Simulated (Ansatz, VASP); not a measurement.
# Two plane-wave programs on Sn3TeO2

Contents of INCAR:

```
SYSTEM = Sn3TeO2
PREC = Accurate ; ENCUT = 600
EDIFF = 1E-7 ; ISMEAR = 0
SIGMA = 0.1 ; LREAL = .False.
LASPH = .True. ; NELM = 80
ALGO = Normal ; ISIF = 3
LWAVE = .False. ; LCHARG = .False.
GGA = PE ; IBRION = 2
NSW = 100 ; EDIFFG = -0.01
```

File KPOINTS:

```
Automatic mesh
0
Gamma
  6 6 12
  0 0 0
```

POSCAR

```
Sn3TeO2
1.0
    7.5048914779      0.0000000000      0.0000000000
   -3.7524457389      6.4994266725      0.0000000000
    0.0000000000      0.0000000000      3.0219446086
Sn Te O
3 1 2
Direct
    0.5000000000      0.0000000000      0.0000000000
    0.0000000000      0.5000000000      0.0000000000
    0.5000000000      0.5000000000      0.0000000000
    0.0000000000      0.0000000000      0.5000000000
    0.3333333333      0.6666666667      0.0000000000
    0.6666666667      0.3333333333      0.0000000000
```

Input for Ansatz:

```yaml
crystal:
  lattice:
    - [7.5048914779, 0.0, 0.0]
    - [-3.7524457389, 6.4994266725, 0.0]
    - [0.0, 0.0, 3.0219446086]
  atoms:
    - { symbol: Sn, position: [0.5, 0.0, 0.0] }
    - { symbol: Sn, position: [0.0, 0.5, 0.0] }
    - { symbol: Sn, position: [0.5, 0.5, 0.0] }
    - { symbol: Te, position: [0.0, 0.0, 0.5] }
    - { symbol: O, position: [0.3333333333, 0.6666666667, 0.0] }
    - { symbol: O, position: [0.6666666667, 0.3333333333, 0.0] }
basis:
  ecutwfc: 420
kpoints:
  mp_grid: { grid: [6, 6, 12] }
hamiltonian:
  xc: pbe
scf:
  occupations: { method: gaussian, width: 0.1 }
output:
  forces: true
  stress: true
  eigenvalues: true
relax:
  adjacent_minimum: "off"
  f_tol: 0.01
  max_steps: 80
  cell: { stress_tol: 0.05 }
```

Alike in both runs: task relaxation of cell and atoms; functional PBE; k mesh 6 × 6 × 12; occupations gaussian, width 0.1 eV; no spin polarisation.

```csv
,VASP,Ansatz
version,VASP 6.6.1,Ansatz 0.2.0
potentials or method,"VASP PAW PBE potentials, release 64 (Sn_d, Te, O), cutoff 600 eV","scalar-relativistic, plane waves, PAW"
valence electrons in the cell,60,70
```

|  | VASP | Ansatz | Ansatz less VASP |
| --- | --- | --- | --- |
| gap on the k mesh at the Fermi level, each at its own relaxed structure (eV) | none | none | - |
| relaxed volume (Å³/atom) | 24.76 | 24.74 | -0.018 |
| relaxed length of the cell vector where the two differ most in proportion (Å) | 3.072 | 3.075 | +0.0027 |

A gap of «none» marks a metal or a gap that the smearing closes. VASP's potentials hold 60 valence electrons a cell and Ansatz's 70, so a difference there can come from the potentials and not from the codes.

Spin-orbit coupling is off throughout.
